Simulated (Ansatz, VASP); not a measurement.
Two plane-wave programs on Al3NiPd2

```
Al Ni Pd
1.0
     4.27108    0.00000    0.00000
    -2.13554    3.69886    0.00000
     0.00000    0.00000    5.24303
Al Ni Pd
3 1 2
Direct
  0.66667 0.33333 0.84415
  0.33333 0.66667 0.15585
  0.00000 0.00000 0.50000
  0.00000 0.00000 0.00000
  0.33333 0.66667 0.66755
  0.66667 0.33333 0.33245
```

Alike in both runs: functional PBE; k mesh 12 × 12 × 8; occupations gaussian, width 0.1 eV; no spin polarisation.

Ansatz relaxed the structure, and its values are those at the end. VASP's run is a single point on that final structure, the one shown.

```csv
,VASP,Ansatz
version,VASP 6.6.1,Ansatz 0.2.0
potentials or method,"VASP PAW PBE potentials, release 64 (Al, Ni, Pd), cutoff 520 eV","scalar-relativistic, plane waves, PAW"
valence electrons in the cell,39,63
```

Ansatz gave:

```
gap on the k mesh at the Fermi level (eV) : none
pressure (GPa)                            : 0.0
```

Question: Which values does VASP return?

Answer: gap on the k mesh at the Fermi level (eV): none; pressure (GPa): 0.1.

A gap of «none» marks a metal or a gap that the smearing closes. VASP's potentials hold 39 valence electrons a cell and Ansatz's 63, so a difference there can come from the potentials and not from the codes.
